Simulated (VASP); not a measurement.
# Hf2SnS2 (P-3m1) in VASP: a series of runs

Runs on Hf2SnS2. Level: PBE. Tasks: single point, relaxation of cell and atoms.

All numbers are computed with VASP 6.6.1; they aren't measurements. Logs are shortened: lines on timing, memory, paths and dates and some standing lists are left out, and cuts for length are marked.

## (1) The cell of the first run

It takes space group P-3m1 (No. 164, trigonal). The conventional cell has a = 4.131 Å, b = 4.131 Å, c = 7.426 Å, α = 90.00°, β = 90.00°, γ = 120.00°. Hf (site symmetry 3m) has 4 S at 2.56 to 2.76 Å and 3 Sn at 3.03 Å within 3.4 Å. Sn (site symmetry -3m) has 6 Hf at 3.03 Å and 6 S at 3.68 Å and 6 Sn at 4.13 Å within 4.2 Å. S (site symmetry 3m) has 4 Hf at 2.56 to 2.76 Å and 3 S at 3.01 Å within 3.4 Å.

The cell was built from a structure type or drawn by symmetry, and may not be a known phase.

## (2) Single point, PBE

INCAR

```
PREC = Accurate
ENCUT = 520
EDIFF = 1E-6
ISMEAR = 0
SIGMA = 0.1
LREAL = F
LASPH = T
NELM = 100
ALGO = Fast
ISIF = 2
LWAVE = F
LCHARG = F
GGA = PE
NBANDS = 31
```

KPOINTS

```
regular mesh
0
Gamma
  6 6 4
```

POSCAR

```
Hf2SnS2
1.0
    4.1314702593      0.0000000028      0.0000000000
   -2.0657351321      3.5779581982      0.0000000000
    0.0000000000      0.0000000000      7.4258174554
Hf Sn S
2 1 2
Direct
    0.3333333333      0.6666666667      0.7485256053
    0.6666666667      0.3333333333      0.2514743947
    0.0000000000      0.0000000000      0.0000000000
    0.3333333333      0.6666666667      0.3768341386
    0.6666666667      0.3333333333      0.6231658614
```

Potentials or basis: VASP PAW PBE potentials, release 64 (Hf_pv, Sn_d, S).

Run with:

```sh
cat potpaw_PBE.64/Hf_pv/POTCAR potpaw_PBE.64/Sn_d/POTCAR potpaw_PBE.64/S/POTCAR > POTCAR
mpirun -np 1 vasp_std > vasp.out
```

OUTCAR:

```text
PREC = Accurate
   ENCUT = 520
   EDIFF = 1E-6
   ISMEAR = 0
   LREAL = F
   LASPH = T
   NELM = 100
   ISIF = 2
   GGA = PE

 ion  position               nearest neighbor table
   1  0.333  0.667  0.749-   5 2.56   5 2.56   5 2.56   4 2.76   3 3.03   3 3.03   3 3.03
   2  0.667  0.333  0.251-   4 2.56   4 2.56   4 2.56   5 2.76   3 3.03   3 3.03   3 3.03
   3  0.000  0.000  0.000-   1 3.03   2 3.03   2 3.03   1 3.03   2 3.03   1 3.03
   4  0.333  0.667  0.377-   2 2.56   2 2.56   2 2.56   1 2.76
   5  0.667  0.333  0.623-   1 2.56   1 2.56   1 2.56   2 2.76

  LATTYP: Found a hexagonal cell.
 ALAT       =     4.1314702593
 C/A-ratio  =     1.7973788965

  Lattice vectors:

 A1 = (   4.1314702593,   0.0000000028,   0.0000000000)
 A2 = (  -2.0657351321,   3.5779581982,   0.0000000000)
 A3 = (   0.0000000000,   0.0000000000,   7.4258174554)

Analysis of symmetry for initial positions (statically):
=====================================================================
 Subroutine PRICEL returns:
 Original cell was already a primitive cell.

 Routine SETGRP: Setting up the symmetry group for a
 hexagonal supercell.

 Subroutine GETGRP returns: Found 12 space group operations
 (whereof 12 operations were pure point group operations)
 out of a pool of 24 trial point group operations.

The static configuration has the point symmetry D_3d.

Analysis of symmetry for dynamics (positions and initial velocities):
=====================================================================
 Subroutine PRICEL returns:
 Original cell was already a primitive cell.

 Routine SETGRP: Setting up the symmetry group for a
 hexagonal supercell.

 Subroutine GETGRP returns: Found 12 space group operations
 (whereof 12 operations were pure point group operations)
 out of a pool of 24 trial point group operations.

The dynamic configuration has the point symmetry D_3d.

 Subroutine INISYM returns: Found 12 space group operations
 (whereof 12 operations are pure point group operations),
 and found     1 'primitive' translations

----------------------------------------------------------------------------------------

                                     Primitive cell

  volume of cell :     109.7701

  direct lattice vectors                    reciprocal lattice vectors
     4.131470259  0.000000003  0.000000000     0.242044584  0.139744506  0.000000000
    -2.065735132  3.577958198  0.000000000    -0.000000000  0.279489011  0.000000000
     0.000000000  0.000000000  7.425817455     0.000000000  0.000000000  0.134665309

  length of vectors
     4.131470259  4.131470259  7.425817455     0.279489011  0.279489011  0.134665309

  position of ions in fractional coordinates (direct lattice)
     0.333333333  0.666666667  0.748525605
     0.666666667  0.333333333  0.251474395
     0.000000000  0.000000000  0.000000000
     0.333333333  0.666666667  0.376834139
     0.666666667  0.333333333  0.623165861

  ion indices of the primitive-cell ions
   primitive index   ion index
                 1           1
                 2           2
                 3           3
                 4           4
                 5           5

----------------------------------------------------------------------------------------

 KPOINTS: regular mesh

Automatic generation of k-mesh.
 Grid dimensions read from file:
 generate k-points for:    6    6    4

 Generating k-lattice:

  Cartesian coordinates                     Fractional coordinates (reciprocal lattice)
     0.040340764  0.023290751  0.000000000     0.166666667  0.000000000  0.000000000
    -0.000000000  0.046581502  0.000000000     0.000000000  0.166666667  0.000000000
     0.000000000  0.000000000  0.033666327     0.000000000  0.000000000  0.250000000

  Length of vectors
     0.046581502  0.046581502  0.033666327

  Shift w.r.t. Gamma in fractional coordinates (k-lattice)
     0.000000000  0.000000000  0.000000000

 Subroutine IBZKPT returns following result:
 ===========================================

 Found     24 irreducible k-points:

 Following reciprocal coordinates:
            Coordinates               Weight
  0.000000  0.000000  0.000000      1.000000
  0.166667 -0.000000  0.000000      6.000000
  0.333333 -0.000000  0.000000      6.000000
  0.500000 -0.000000  0.000000      3.000000
  0.166667  0.166667  0.000000      6.000000
  0.333333  0.166667  0.000000     12.000000
[... 16 lines left out ...]
  0.333333  0.166667  0.500000     12.000000
  0.333333  0.333333  0.500000      2.000000
   k-points           NKPTS =     24   k-points in BZ     NKDIM =     24   number of bands    NBANDS=     31
   number of dos      NEDOS =    301   number of ions     NIONS =      5
   total plane-waves  NPLWV =  57344
   dimension x,y,z NGX =    32 NGY =   32 NGZ =   56
   dimension x,y,z NGXF=    64 NGYF=   64 NGZF=  112
   ions per type =               2   1   2
   NGX,Y,Z   is equivalent  to a cutoff of  12.88, 12.88, 12.54 a.u.
   NGXF,Y,Z  is equivalent  to a cutoff of  25.75, 25.75, 25.07 a.u.
 SYSTEM =  unknown system
   PREC   = accura    normal or accurate (medium, high low for compatibility)
   ISTART =      0    job   : 0-new  1-cont  2-samecut
   ICHARG =      2    charge: 1-file 2-atom 10-const
   ISPIN  =      1    spin polarized calculation?
   LNONCOLLINEAR =      F non collinear calculations
   LSORBIT =      F    spin-orbit coupling
   LASPH  =      T    aspherical Exc in radial PAW
   ENCUT  =  520.0 eV  38.22 Ry    6.18 a.u.   7.68  7.68 13.81*2*pi/ulx,y,z
   NELM   =    100;   NELMIN=  2; NELMDL= -5     # of ELM steps
   EDIFF  = 0.1E-05   stopping-criterion for ELM
   LREAL  =      F    real-space projection
   EDIFFG = 0.1E-04   stopping-criterion for IOM
   NSW    =      0    number of steps for IOM
   IBRION =     -1    ionic relax: 0-MD 1-quasi-New 2-CG
   NFREE  =      0    steps in history (QN), initial steepest desc. (CG)
   ISIF   =      2    stress and relaxation
   ISYM   =      2    0-nonsym 1-usesym 2-fastsym
   POTIM  = 0.5000    time-step for ionic-motion
   TEBEG  =    0.0;   TEEND  =   0.0 temperature during run
   PSTRESS=    0.0 pullay stress
   NELECT =      46.0000    total number of electrons
   NUPDOWN=      -1.0000    fix difference up-down
   EMIN   =  10.00;   EMAX   =-10.00  energy-range for DOS
   EFERMI =   0.00;   METHOD = LEGACY
   ISMEAR =     0;   SIGMA  =   0.10  broadening in eV -4-tet -1-fermi 0-gaus
   EFERMI_NEDOS =   21; number of points for ismear=-14 and -15
   IALGO  =     68    algorithm
   IMIX   =      4    mixing-type and parameters
     AMIX     =   0.40;   BMIX     =  1.00
     AMIX_MAG =   1.60;   BMIX_MAG =  1.00
  volume/ion in A,a.u.               =      21.95       148.15
  Fermi-wavevector in a.u.,A,eV,Ry     =   1.225085  2.315074 20.420060  1.500832
  Thomas-Fermi vector in A             =   2.360135
   LORBIT       =      0    0 simple, 1 ext, 2 COOP (PROOUT), +10 PAW based schemes
   GGA     = PE    functional components
   LHFCALC =     F    Hartree Fock is set to
   AEXX    =    0.0000 exact exchange contribution
   IVDW    =     0    specifies the selected vdW correction
   LEPSILON=     F    determine dielectric tensor
   LRPA    =     F    only Hartree local field effects (RPA)
 non-spin polarized calculation
 RMM-DIIS sequential band-by-band and
 Gauss-broadening in eV      SIGMA  =   0.10
  energy-cutoff  :      520.00
  volume of cell :      109.77
 maximum number of plane-waves:      2992
 NGX is ok and might be reduce to    32
   NGX = 15   NGY = 15   NGZ = 27

 number of electron      46.0000004 magnetization

 Free energy of the ion-electron system (eV)
  ---------------------------------------------------
  ext. energy  EPLUGINS =         0.00000000
  ---------------------------------------------------
  free energy    TOTEN  =       -36.13131122 eV

  energy without entropy =      -36.12675618  energy(sigma->0) =      -36.12903370

 E-fermi :   6.4494     XC(G=0): -10.4887

 val. band max:        6.4031670044   @ k =   0.0000   0.0000   0.0000
 cond. band min:       6.5197450099   @ k =   0.0000   0.0000   0.2500
 fundamental gap:      0.1165780055
 Fermi energy:         6.4493851387

 k-point     1 :       0.0000    0.0000    0.0000
  band No.  band energies     occupation
      1     -25.5483      2.00000
      2     -25.5483      2.00000
      3     -25.5433      2.00000
      4     -25.5433      2.00000
      5     -25.5121      2.00000
      6     -25.4773      2.00000
[... 23 lines left out ...]
     30       9.5736      0.00000
     31       9.5777      0.00000

 k-point     2 :       0.1667   -0.0000    0.0000
  band No.  band energies     occupation
      1     -25.5604      2.00000
      2     -25.5571      2.00000
      3     -25.5511      2.00000
      4     -25.5463      2.00000
      5     -25.5077      2.00000
      6     -25.4779      2.00000
[... 23 lines left out ...]
     30       9.5429      0.00000
     31       9.6274      0.00000

 k-point     3 :       0.3333   -0.0000    0.0000
  band No.  band energies     occupation
      1     -25.5857      2.00000
      2     -25.5827      2.00000
      3     -25.5567      2.00000
      4     -25.5523      2.00000
      5     -25.4985      2.00000
      6     -25.4803      2.00000
[... 23 lines left out ...]
     30       9.2698      0.00000
     31       9.5476      0.00000

 k-point     4 :       0.5000   -0.0000    0.0000
  band No.  band energies     occupation
      1     -25.5989      2.00000
      2     -25.5947      2.00000
      3     -25.5595      2.00000
      4     -25.5553      2.00000
      5     -25.4923      2.00000
      6     -25.4832      2.00000
[... 635 lines left out ...]
     30       9.6301      0.00000
     31       9.9514      0.00000

 k-point    23 :       0.3333    0.1667    0.5000
  band No.  band energies     occupation
      1     -25.5916      2.00000
      2     -25.5910      2.00000
      3     -25.5644      2.00000
      4     -25.5625      2.00000
      5     -25.4894      2.00000
      6     -25.4849      2.00000
[... 23 lines left out ...]
     30       9.2265      0.00000
     31       9.8972      0.00000

 k-point    24 :       0.3333    0.3333    0.5000
  band No.  band energies     occupation
      1     -25.5877      2.00000
      2     -25.5877      2.00000
      3     -25.5752      2.00000
      4     -25.5745      2.00000
      5     -25.4863      2.00000
      6     -25.4863      2.00000
[... 23 lines left out ...]
     30       9.3784      0.00000
     31       9.3786      0.00000

------------------------ aborting loop because EDIFF is reached ----------------------------------------

  FORCE on cell =-STRESS in cart. coord.  units (eV):
  Direction    XX          YY          ZZ          XY          YZ          ZX
  --------------------------------------------------------------------------------------
  -------------------------------------------------------------------------------------
  Total       -0.3585834     -0.3585834     -0.3117973      0.0000000      0.0000000     -0.0000000
  in kB       -5.2337943     -5.2337943     -4.5509151      0.0000000      0.0000000     -0.0000000
  external PRESSURE =      -5.0061679 kB  Pullay stress =       0.0000000 kB

 VOLUME and BASIS-vectors are now :
 -----------------------------------------------------------------------------
  energy-cutoff  :      520.00
  volume of cell :      109.77
      direct lattice vectors                 reciprocal lattice vectors
     4.131470259  0.000000003  0.000000000     0.242044584  0.139744506  0.000000000
    -2.065735132  3.577958198  0.000000000    -0.000000000  0.279489011  0.000000000
     0.000000000  0.000000000  7.425817455     0.000000000  0.000000000  0.134665309

 POSITION                                       TOTAL-FORCE (eV/Angst)
 -----------------------------------------------------------------------------------
     -0.00000      2.38531      5.55841        -0.000000      0.000000     -0.031323
      2.06574      1.19265      1.86740         0.000000      0.000000      0.031323
      0.00000      0.00000      0.00000         0.000000      0.000000      0.000000
     -0.00000      2.38531      2.79830        -0.000000     -0.000000     -0.015029
      2.06574      1.19265      4.62752         0.000000     -0.000000      0.015029
 -----------------------------------------------------------------------------------
    total drift:                               -0.000000      0.000000      0.000000

  FREE ENERGIE OF THE ION-ELECTRON SYSTEM (eV)
  ---------------------------------------------------
  free  energy   TOTEN  =       -36.1313112225 eV

  energy  without entropy=      -36.1267561783  energy(sigma->0) =      -36.12903370
```

Wall time 58 s (1 thread of AMD EPYC 9R45 (Zen 5), shared host); peak memory 0.24 GiB.

What came out:

* Free energy: -36.1313 eV
* Pressure: -0.5 GPa
* Largest force: 0.031 eV/Å
* Band gap on the k mesh: zero (bands 23 and 24 overlap by 0.55 eV)

Forces on the atoms (eV/Å):
```
Hf   0.000  0.000 -0.031
Hf   0.000  0.000  0.031
Sn   0.000  0.000  0.000
S    0.000  0.000 -0.015
S    0.000  0.000  0.015
```

Levels at points of the mesh, in eV from the Fermi level:
```
           k point  band 20  band 21  band 22  band 23  band 24  band 25  band 26  band 27
(0.00, 0.00, 0.00)    -4.31    -0.05     0.08     0.08     0.48     0.48     1.50     1.53
(0.50, 0.00, 0.00)    -2.97    -2.96    -1.03    -0.91    -0.33     1.19     1.35     1.45
(0.00, 0.00, 0.50)    -2.60    -1.28     0.21     0.21     0.54     0.54     0.91     1.16
(0.50, 0.00, 0.50)    -3.19    -2.02    -1.50    -0.98     0.20     0.77     1.41     1.84
```

Caveat: spin-orbit coupling is left out, which moves the levels of the heavy elements.

(Continued in part 2 of 2.)
